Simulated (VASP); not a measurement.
Set up this calculation in VASP 6.6.1, as the native input.

| Property | Result |
| --- | --- |
| Task | single point |
| Functional | PBE |
| Potentials or basis | VASP PAW PBE potentials, release 64 (Ni) |
| Cutoff | 600 eV |
| k mesh | 8 × 8 × 8 |
| Occupations | fermi-dirac, width 0.1 eV |
| Spin | collinear spin, ferromagnetic start |
| Starting moments | [0.57] μB |
| Dipole correction | no |
| Further INCAR settings | ALGO = Normal; EDIFF = 1e-06; NBANDS = 15 |

The structure of Ni lies in POSCAR:

```
Ni
1.0
   -1.3485000000      1.3485000000      1.3485000000
    1.3485000000     -1.3485000000      1.3485000000
    1.3485000000      1.3485000000     -1.3485000000
Ni
1
Direct
    0.0000000000      0.0000000000      0.0000000000
```

This isn't the form of Ni at room conditions, which is fcc.

These files were run (other wordings do the same):

INCAR

```
PREC     = Accurate       # precision mode
ENCUT    = 600            # plane-wave cutoff, eV
EDIFF    = 1E-6           # SCF threshold, eV
ISMEAR   = -1             # smearing method
SIGMA    = 0.1            # smearing width, eV
LREAL    = False          # projectors in reciprocal space
LASPH    = True           # aspherical terms in the spheres
NELM     = 200            # most SCF steps
ALGO     = Normal         # electronic algorithm
ISIF     = 2              # what is computed and relaxed
LWAVE    = False          # write WAVECAR
LCHARG   = True           # write CHGCAR
ISPIN    = 2              # spin polarisation
MAGMOM   = 0.57           # initial moments
LORBIT   = 11             # projections on sites
LMAXMIX  = 4              # l up to which the mixer works
GGA      = PE             # functional
LELF     = True           # ELF
LVHAR    = True         
NBANDS   = 15             # bands
GGA_COMPAT= False
```

KPOINTS

```
Automatic mesh
0
Gamma
  8 8 8
```

Potentials or basis: VASP PAW PBE potentials, release 64 (Ni).

Run with:

```console
$ cat potpaw_PBE.64/Ni/POTCAR > POTCAR
$ mpirun -np 1 vasp_std > vasp.out
```

Results of the run:

```
Pressure                                              : 28.8 GPa
Net moment                                            : 0.48 μB per cell
Site moments                                          : Ni +0.48 μB
Valence electrons inside the program's atomic spheres : Ni 9.52
```

Caveat: the k points lie up to 0.41 Å⁻¹ apart.

Wall time 11 s on 1 thread of Intel(R) Xeon(R) Platinum 8259CL CPU @ 2.50GHz (Skylake/Cascade Lake), with other jobs on the host, peak memory 0.13 GiB.
